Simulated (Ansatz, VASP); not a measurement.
Two plane-wave programs on GaBTe3

```xyz
5
Lattice="4.6399 0.0000 0.0000 0.0000 4.6399 0.0000 0.0000 0.0000 6.8545" Properties=species:S:1:pos:R:3 pbc="T T T"
Ga    0.0000    0.0000    6.6838
B     0.0000    0.0000    1.6150
Te    0.0000    2.3199    0.3960
Te    2.3199    0.0000    0.3960
Te    0.0000    0.0000    4.0500
```

Alike in both runs: task single point; functional PBE; k mesh 4 × 4 × 4; occupations gaussian, width 0.1 eV; no spin polarisation.

|  | VASP | Ansatz |
| --- | --- | --- |
| version | VASP 6.6.1 | Ansatz 0.2.0 |
| potentials or method | VASP PAW PBE potentials, release 64 (Ga_d, B, Te), cutoff 520 eV | scalar-relativistic, plane waves, PAW |
| valence electrons in the cell | 34 | 64 |

|  | VASP | Ansatz | Ansatz less VASP |
| --- | --- | --- | --- |
| gap on the k mesh at the Fermi level (eV) | none | none | - |
| pressure (GPa) | 16.5 | 16.5 | -0.01 |
| traceless stress, the component that is largest in VASP (GPa) | -6.01 | -5.96 | +0.047 |
| rms of the force components (eV/Å) | 3.124 | 3.133 | +0.0088 |

Atom by atom the forces differ by 0.010 eV/Å (rms over components). A gap of «none» marks a metal or a gap that the smearing closes. VASP's potentials hold 34 valence electrons a cell and Ansatz's 64, so a difference there can come from the potentials and not from the codes.

Spin-orbit coupling is off throughout.
